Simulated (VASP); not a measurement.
# Na2RuAuC6N6 (Fm-3m) in VASP: single point with PBE

Aim: the single point of Na2RuAuC6N6 with PBE.

Program: VASP 6.6.1. These are calculated values, not measurements. Logs are shortened: lines on timing, memory, paths and dates and some standing lists are left out, and cuts for length are marked.

### Step 1. The cell of the first run

The structure is cubic, space group Fm-3m (No. 225). The conventional cell has a = 10.144 Å, b = 10.144 Å, c = 10.144 Å, α = 90.00°, β = 90.00°, γ = 90.00°. Within 4.8 Å of Na (site symmetry -43m) lie 12 N at 3.63 Å and 12 C at 3.64 Å and 4 Ru at 4.39 Å and 4 Au at 4.39 Å. Ru (site symmetry m-3m) has 6 N at 1.99 Å within 2.6 Å. C (site symmetry 4mm) has 1 N at 1.17 Å within 1.6 Å. Within 2.5 Å of Au (site symmetry m-3m) lie 6 C at 1.92 Å. Within 1.6 Å of N (site symmetry 4mm) lie 1 C at 1.17 Å.

### Step 2. Single point, PBE, collinear spin, ferromagnetic start

Input file INCAR:

```
SYSTEM = Na2RuAuC6N6
ALGO = Normal ; EDIFF = 1E-6
ENCUT = 520 ; GGA = PE
ISIF = 2 ; ISMEAR = 0
ISPIN = 2 ; LASPH = .True.
LCHARG = .False. ; LMAXMIX = 4
LORBIT = 11 ; LREAL = Auto
LWAVE = .False. ; MAGMOM = 0 0 1 0 0 0 0 0 0 0 0 0 0 0 0 0
NBANDS = 64 ; NELM = 150
PREC = Accurate ; SIGMA = 0.1
```

Input file KPOINTS:

```
k-points
0
Gamma
  4 4 4
  0 0 0
```

Input file POSCAR:

```
Na2RuAuC6N6
1.0
    0.0000000000      5.0720000000      5.0720000000
    5.0720000000      0.0000000000      5.0720000000
    5.0720000000      5.0720000000      0.0000000000
Na Ru C Au N
2 1 6 1 6
Direct
    0.2500000000      0.2500000000      0.2500000000
    0.7500000000      0.7500000000      0.7500000000
    0.5000000000      0.5000000000      0.5000000000
    0.8110212900      0.1889787100      0.1889787100
    0.1889787100      0.8110212900      0.1889787100
    0.1889787100      0.1889787100      0.8110212900
    0.1889787100      0.8110212900      0.8110212900
    0.8110212900      0.1889787100      0.8110212900
    0.8110212900      0.8110212900      0.1889787100
    0.0000000000      0.0000000000      0.0000000000
    0.6956821800      0.3043178200      0.3043178200
    0.3043178200      0.6956821800      0.3043178200
    0.3043178200      0.3043178200      0.6956821800
    0.3043178200      0.6956821800      0.6956821800
    0.6956821800      0.3043178200      0.6956821800
    0.6956821800      0.6956821800      0.3043178200
```

Potentials or basis: VASP PAW PBE potentials, release 64 (Na_pv, Ru_pv, C, Au, N).

Command:

```
$ cat potpaw_PBE.64/Na_pv/POTCAR potpaw_PBE.64/Ru_pv/POTCAR potpaw_PBE.64/C/POTCAR potpaw_PBE.64/Au/POTCAR potpaw_PBE.64/N/POTCAR > POTCAR
$ mpirun -np 1 vasp_std > vasp.out
```

OUTCAR:

```text
SYSTEM = Na2RuAuC6N6
   EDIFF = 1E-6
   ENCUT = 520
   GGA = PE
   ISIF = 2
   ISMEAR = 0
   ISPIN = 2
   LASPH = .True.
   LORBIT = 11
   LREAL = Auto
   NELM = 150
   PREC = Accurate

 ion  position               nearest neighbor table
   1  0.250  0.250  0.250-
   2  0.750  0.750  0.750-
   3  0.500  0.500  0.500-  11 1.99  12 1.99  13 1.99  14 1.99  15 1.99  16 1.99
   4  0.811  0.189  0.189-  11 1.17  10 1.92
   5  0.189  0.811  0.189-  12 1.17  10 1.92
   6  0.189  0.189  0.811-  13 1.17  10 1.92
   7  0.189  0.811  0.811-  14 1.17  10 1.92
   8  0.811  0.189  0.811-  15 1.17  10 1.92
   9  0.811  0.811  0.189-  16 1.17  10 1.92
  10  0.000  0.000  0.000-   4 1.92   5 1.92   6 1.92   7 1.92   8 1.92   9 1.92
  11  0.696  0.304  0.304-   4 1.17   3 1.99
  12  0.304  0.696  0.304-   5 1.17   3 1.99
  13  0.304  0.304  0.696-   6 1.17   3 1.99
  14  0.304  0.696  0.696-   7 1.17   3 1.99
  15  0.696  0.304  0.696-   8 1.17   3 1.99
  16  0.696  0.696  0.304-   9 1.17   3 1.99

  LATTYP: Found a face centered cubic cell.
 ALAT       =    10.1440000000

  Lattice vectors:

 A1 = (   0.0000000000,   5.0720000000,   5.0720000000)
 A2 = (   5.0720000000,   0.0000000000,   5.0720000000)
 A3 = (   5.0720000000,   5.0720000000,   0.0000000000)

Analysis of symmetry for initial positions (statically):
=====================================================================
 Subroutine PRICEL returns:
 Original cell was already a primitive cell.

 Routine SETGRP: Setting up the symmetry group for a
 face centered cubic supercell.

 Subroutine GETGRP returns: Found 48 space group operations
 (whereof 48 operations were pure point group operations)
 out of a pool of 48 trial point group operations.

The static configuration has the point symmetry O_h .

Analysis of symmetry for dynamics (positions and initial velocities):
=====================================================================
 Subroutine PRICEL returns:
 Original cell was already a primitive cell.

 Routine SETGRP: Setting up the symmetry group for a
 face centered cubic supercell.

 Subroutine GETGRP returns: Found 48 space group operations
 (whereof 48 operations were pure point group operations)
 out of a pool of 48 trial point group operations.

The dynamic configuration has the point symmetry O_h .

Analysis of structural, dynamic, and magnetic symmetry:
=====================================================================
 Subroutine PRICEL returns:
 Original cell was already a primitive cell.

 Routine SETGRP: Setting up the symmetry group for a
 face centered cubic supercell.

 Subroutine GETGRP returns: Found 48 space group operations
 (whereof 48 operations were pure point group operations)
 out of a pool of 48 trial point group operations.

The overall configuration has the point symmetry O_h .

 Subroutine INISYM returns: Found 48 space group operations
 (whereof 48 operations are pure point group operations),
 and found     1 'primitive' translations

----------------------------------------------------------------------------------------

                                     Primitive cell

  volume of cell :     260.9563

  direct lattice vectors                    reciprocal lattice vectors
     0.000000000  5.072000000  5.072000000    -0.098580442  0.098580442  0.098580442
     5.072000000  0.000000000  5.072000000     0.098580442 -0.098580442  0.098580442
     5.072000000  5.072000000  0.000000000     0.098580442  0.098580442 -0.098580442

  length of vectors
     7.172891188  7.172891188  7.172891188     0.170746334  0.170746334  0.170746334

  position of ions in fractional coordinates (direct lattice)
     0.250000000  0.250000000  0.250000000
     0.750000000  0.750000000  0.750000000
     0.500000000  0.500000000  0.500000000
     0.811021290  0.188978710  0.188978710
     0.188978710  0.811021290  0.188978710
     0.188978710  0.188978710  0.811021290
[... 8 lines left out ...]
     0.695682180  0.304317820  0.695682180
     0.695682180  0.695682180  0.304317820

  ion indices of the primitive-cell ions
   primitive index   ion index
                 1           1
                 2           2
                 3           3
                 4           4
                 5           5
                 6           6
[... 8 lines left out ...]
                15          15
                16          16

----------------------------------------------------------------------------------------

 KPOINTS: k-points

Automatic generation of k-mesh.
 Grid dimensions read from file:
 generate k-points for:    4    4    4

 Generating k-lattice:

  Cartesian coordinates                     Fractional coordinates (reciprocal lattice)
    -0.024645110  0.024645110  0.024645110     0.250000000  0.000000000  0.000000000
     0.024645110 -0.024645110  0.024645110     0.000000000  0.250000000  0.000000000
     0.024645110  0.024645110 -0.024645110     0.000000000  0.000000000  0.250000000

  Length of vectors
     0.042686583  0.042686583  0.042686583

  Shift w.r.t. Gamma in fractional coordinates (k-lattice)
     0.000000000  0.000000000  0.000000000

 Subroutine IBZKPT returns following result:
 ===========================================

 Found      8 irreducible k-points:

 Following reciprocal coordinates:
            Coordinates               Weight
  0.000000  0.000000  0.000000      1.000000
  0.250000  0.000000  0.000000      8.000000
  0.500000  0.000000  0.000000      4.000000
  0.250000  0.250000  0.000000      6.000000
  0.500000  0.250000  0.000000     24.000000
 -0.250000  0.250000  0.000000     12.000000
  0.500000  0.500000  0.000000      3.000000
 -0.250000  0.500000  0.250000      6.000000
   k-points           NKPTS =      8   k-points in BZ     NKDIM =      8   number of bands    NBANDS=     64
   number of dos      NEDOS =    301   number of ions     NIONS =     16
   total plane-waves  NPLWV = 157464
   dimension x,y,z NGX =    54 NGY =   54 NGZ =   54
   dimension x,y,z NGXF=   108 NGYF=  108 NGZF=  108
   ions per type =               2   1   6   1   6
   NGX,Y,Z   is equivalent  to a cutoff of  12.52, 12.52, 12.52 a.u.
   NGXF,Y,Z  is equivalent  to a cutoff of  25.03, 25.03, 25.03 a.u.
 SYSTEM =  Na2RuAuC6N6
   PREC   = accura    normal or accurate (medium, high low for compatibility)
   ISTART =      0    job   : 0-new  1-cont  2-samecut
   ICHARG =      2    charge: 1-file 2-atom 10-const
   ISPIN  =      2    spin polarized calculation?
   LNONCOLLINEAR =      F non collinear calculations
   LSORBIT =      F    spin-orbit coupling
   LASPH  =      T    aspherical Exc in radial PAW
   ENCUT  =  520.0 eV  38.22 Ry    6.18 a.u.  13.34 13.34 13.34*2*pi/ulx,y,z
   NELM   =    150;   NELMIN=  2; NELMDL= -5     # of ELM steps
   EDIFF  = 0.1E-05   stopping-criterion for ELM
   LREAL  =      T    real-space projection
   EDIFFG = 0.1E-04   stopping-criterion for IOM
   NSW    =      0    number of steps for IOM
   IBRION =     -1    ionic relax: 0-MD 1-quasi-New 2-CG
   NFREE  =      0    steps in history (QN), initial steepest desc. (CG)
   ISIF   =      2    stress and relaxation
   ISYM   =      2    0-nonsym 1-usesym 2-fastsym
   POTIM  = 0.5000    time-step for ionic-motion
   TEBEG  =    0.0;   TEEND  =   0.0 temperature during run
   PSTRESS=    0.0 pullay stress
   NELECT =      93.0000    total number of electrons
   NUPDOWN=      -1.0000    fix difference up-down
   EMIN   =  10.00;   EMAX   =-10.00  energy-range for DOS
   EFERMI =   0.00;   METHOD = LEGACY
   ISMEAR =     0;   SIGMA  =   0.10  broadening in eV -4-tet -1-fermi 0-gaus
   EFERMI_NEDOS =   21; number of points for ismear=-14 and -15
   IALGO  =     38    algorithm
   IMIX   =      4    mixing-type and parameters
     AMIX     =   0.40;   BMIX     =  1.00
     AMIX_MAG =   1.60;   BMIX_MAG =  1.00
  volume/ion in A,a.u.               =      16.31       110.06
  Fermi-wavevector in a.u.,A,eV,Ry     =   1.160682  2.193371 18.329532  1.347183
  Thomas-Fermi vector in A             =   2.297262
   LORBIT       =     11    0 simple, 1 ext, 2 COOP (PROOUT), +10 PAW based schemes
   GGA     = PE    functional components
   LHFCALC =     F    Hartree Fock is set to
   AEXX    =    0.0000 exact exchange contribution
   IVDW    =     0    specifies the selected vdW correction
   LEPSILON=     F    determine dielectric tensor
   LRPA    =     F    only Hartree local field effects (RPA)
 spin polarized calculation
 Gauss-broadening in eV      SIGMA  =   0.10
  energy-cutoff  :      520.00
  volume of cell :      260.96
 maximum number of plane-waves:      7060
 NGX is ok and might be reduce to    54
   NGX = 27   NGY = 27   NGZ = 27

 number of electron      93.0000014 magnetization       0.0132523

 number of electron      93.0000014 magnetization      -0.0000378

 Free energy of the ion-electron system (eV)
  ---------------------------------------------------
  ext. energy  EPLUGINS =         0.00000000
  ---------------------------------------------------
  free energy    TOTEN  =      -107.11278051 eV

  energy without entropy =     -107.04372445  energy(sigma->0) =     -107.07825248

 E-fermi :   4.4963     XC(G=0):  -8.3474

 val. band max:        4.4863340619   @ k =  -0.2500   0.2500   0.0000
 cond. band min:       4.5248518164   @ k =  -0.2500   0.5000   0.2500
 fundamental gap:      0.0385177545
 Fermi energy:         4.4962827592

 spin component 1

 k-point     1 :       0.0000    0.0000    0.0000
  band No.  band energies     occupation
      1     -40.5082      1.00000
      2     -40.5082      1.00000
      3     -40.5082      1.00000
      4     -22.5383      1.00000
      5     -22.5383      1.00000
      6     -22.5383      1.00000
[... 477 lines left out ...]
     57       6.1644      0.00000
     58       6.2484      0.00000
 Fermi energy:         4.4962827592

 spin component 2

 k-point     1 :       0.0000    0.0000    0.0000
  band No.  band energies     occupation
      1     -40.5083      1.00000
      2     -40.5083      1.00000
      3     -40.5083      1.00000
      4     -22.5383      1.00000
      5     -22.5383      1.00000
      6     -22.5383      1.00000
[... 477 lines left out ...]
     57       6.1643      0.00000
     58       6.2484      0.00000
 [bands above 58 left out]

------------------------ aborting loop because EDIFF is reached ----------------------------------------

  FORCE on cell =-STRESS in cart. coord.  units (eV):
  Direction    XX          YY          ZZ          XY          YZ          ZX
  --------------------------------------------------------------------------------------
  -------------------------------------------------------------------------------------
  Total       29.8841490     29.8841490     29.8841490     -0.0000000      0.0000000      0.0000000
  in kB      183.4778937    183.4778937    183.4778937     -0.0000000      0.0000000      0.0000000
  external PRESSURE =     183.4778937 kB  Pullay stress =       0.0000000 kB

 VOLUME and BASIS-vectors are now :
 -----------------------------------------------------------------------------
  energy-cutoff  :      520.00
  volume of cell :      260.96
      direct lattice vectors                 reciprocal lattice vectors
     0.000000000  5.072000000  5.072000000    -0.098580442  0.098580442  0.098580442
     5.072000000  0.000000000  5.072000000     0.098580442 -0.098580442  0.098580442
     5.072000000  5.072000000  0.000000000     0.098580442  0.098580442 -0.098580442

 POSITION                                       TOTAL-FORCE (eV/Angst)
 -----------------------------------------------------------------------------------
      2.53600      2.53600      2.53600        -0.000000     -0.000000      0.000000
      7.60800      7.60800      7.60800        -0.000000      0.000000      0.000000
      5.07200      5.07200      5.07200        -0.000000     -0.000000     -0.000000
      1.91700      5.07200      5.07200         4.821966      0.000000      0.000000
      5.07200      1.91700      5.07200        -0.000000      4.821966      0.000000
      5.07200      5.07200      1.91700        -0.000000      0.000000      4.821966
[... 8 lines left out ...]
      5.07200      7.05700      5.07200        -0.000000     -0.663893      0.000000
      5.07200      5.07200      7.05700        -0.000000      0.000000     -0.663893
 -----------------------------------------------------------------------------------
    total drift:                               -0.000000     -0.000000     -0.000000

  FREE ENERGIE OF THE ION-ELECTRON SYSTEM (eV)
  ---------------------------------------------------
  free  energy   TOTEN  =      -107.1127805127 eV

  energy  without entropy=     -107.0437244480  energy(sigma->0) =     -107.07825248

 total charge

# of ion       s       p       d       tot
------------------------------------------
    1        0.064   5.947   0.000   6.011
    2        0.064   5.947   0.000   6.011
    3        0.343   6.393   6.063  12.799
    4        0.971   1.685   0.000   2.656
    5        0.971   1.685   0.000   2.656
    6        0.971   1.685   0.000   2.656
[... 8 lines left out ...]
   15        1.316   2.579   0.000   3.895
   16        1.316   2.579   0.000   3.895
--------------------------------------------------
tot         14.984  45.146  14.749  74.879

 magnetization (x)

# of ion       s       p       d       tot
------------------------------------------
    1        0.000   0.000   0.000   0.000
    2        0.000   0.000   0.000   0.000
    3        0.000  -0.000  -0.000  -0.000
    4        0.000   0.000   0.000   0.000
    5        0.000   0.000   0.000   0.000
    6        0.000   0.000   0.000   0.000
[... 8 lines left out ...]
   15        0.000   0.000   0.000   0.000
   16        0.000   0.000   0.000   0.000
--------------------------------------------------
tot          0.000   0.000   0.000   0.000
```

It took 15 min on 1 thread of Intel Xeon Platinum 8375C at 2.90GHz (Ice Lake), shared host; peak memory 0.61 GiB.

Results:

```
Free energy                                           : -107.1128 eV
Pressure                                              : 18.3 GPa
Largest force                                         : 4.822 eV/Å
Net moment                                            : 0.00 μB per cell
Valence electrons inside the program's atomic spheres : Na 6.01; Ru 12.80; C 2.66; Au 10.76; N 3.90
```

Forces on the atoms (eV/Å):
```
Na   0.000  0.000  0.000
Na   0.000  0.000  0.000
Ru   0.000  0.000  0.000
C    4.822  0.000  0.000
C    0.000  4.822  0.000
C    0.000  0.000  4.822
C   -4.822  0.000  0.000
C    0.000 -4.822  0.000
C    0.000  0.000 -4.822
Au   0.000  0.000  0.000
N    0.664  0.000  0.000
N    0.000  0.664  0.000
N    0.000  0.000  0.664
N   -0.664  0.000  0.000
N    0.000 -0.664  0.000
N    0.000  0.000 -0.664
```

Levels at points of the mesh, in eV from the Fermi level:
Spin up:
```
           k point  band 44  band 45  band 46  band 47  band 48  band 49  band 50  band 51
(0.00, 0.00, 0.00)    -3.30    -3.30    -1.03    -0.30    -0.30     0.45     0.45     0.45
(0.50, 0.00, 0.00)    -3.36    -3.36     0.12     0.24     0.24     0.29     0.72     0.93
(0.50, 0.50, 0.00)    -3.00    -3.00    -0.25    -0.05     0.18     0.61     0.72     0.72
```
Spin down:
| k point | band 43 | band 44 | band 45 | band 46 | band 47 | band 48 | band 49 | band 50 | band 51 | band 52 |
| --- | --- | --- | --- | --- | --- | --- | --- | --- | --- | --- |
| (0.00, 0.00, 0.00) | -3.30 | -3.30 | -3.30 | -1.03 | -0.30 | -0.30 | 0.45 | 0.45 | 0.45 | 0.53 |
| (0.50, 0.00, 0.00) | -3.39 | -3.36 | -3.36 | 0.12 | 0.24 | 0.24 | 0.29 | 0.72 | 0.93 | 0.93 |
| (0.50, 0.50, 0.00) | -3.32 | -3.00 | -3.00 | -0.25 | -0.04 | 0.18 | 0.61 | 0.72 | 0.72 | 0.85 |

Caveat: the cell stands under pressure; spin-orbit coupling is left out, which moves the levels of the heavy elements; forces of over 1 eV/Å act on the atoms, so gaps and moduli don't describe the material at rest.
